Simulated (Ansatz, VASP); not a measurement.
**Al in VASP and in Ansatz**

```
Al
1.0
     6.38402    0.00000    0.00000
     0.00000    6.38402    0.00000
     0.00000    0.00000    2.71571
Al
4
Direct
  0.20647 0.50000 0.00000
  0.79353 0.50000 0.00000
  0.50000 0.20647 0.00000
  0.50000 0.79353 0.00000
```

Alike in both runs: functional PBE; k mesh 8 × 8 × 16; occupations gaussian, width 0.1 eV; no spin polarisation.

Ansatz relaxed the structure, and its values are those at the end. VASP's run is a single point on that final structure, the one shown.

|  | VASP | Ansatz |
| --- | --- | --- |
| version | VASP 6.6.1 | Ansatz 0.2.0 |
| potentials or method | VASP PAW PBE potentials, release 64 (Al), cutoff 520 eV | scalar-relativistic, plane waves, PAW |
| valence electrons in the cell | 12 | 12 |

|  | VASP | Ansatz | Ansatz less VASP |
| --- | --- | --- | --- |
| gap on the k mesh at the Fermi level (eV) | none | none | - |
| pressure (GPa) | 0.0 | 0.0 | +0.02 |

A gap of «none» marks a metal or a gap that the smearing closes.
